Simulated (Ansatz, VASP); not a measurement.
## One calculation of InP, two programs

```xyz
2
Lattice="0.0000 2.9685 2.9685 2.9685 0.0000 2.9685 2.9685 2.9685 0.0000" Properties=species:S:1:pos:R:3 pbc="T T T"
In    0.0000    0.0000    0.0000
P     1.4843    1.4843    1.4843
```

Alike in both runs: task relaxation of cell and atoms; functional PBEsol; k mesh 12 × 12 × 12; occupations fermi-dirac, width 0.1 eV; no spin polarisation.

```csv
,VASP,Ansatz
version,VASP 6.6.1,Ansatz 0.2.0
potentials or method,"VASP PAW PBE potentials, release 64 (In_d, P)","PAW with Ansatz's default frozen-core files, scalar-relativistic"
plane-wave cutoff (eV),600,420
valence electrons in the cell,18,18
```

|  | VASP | Ansatz | Ansatz less VASP |
| --- | --- | --- | --- |
| relaxed volume (Å³/atom) | 25.40 | 25.40 | -0.001 |
| relaxed cell length with the largest relative difference (Å) | 4.157 | 4.157 | -0.0001 |

VASP's potentials were made for PBE, not for PBEsol.
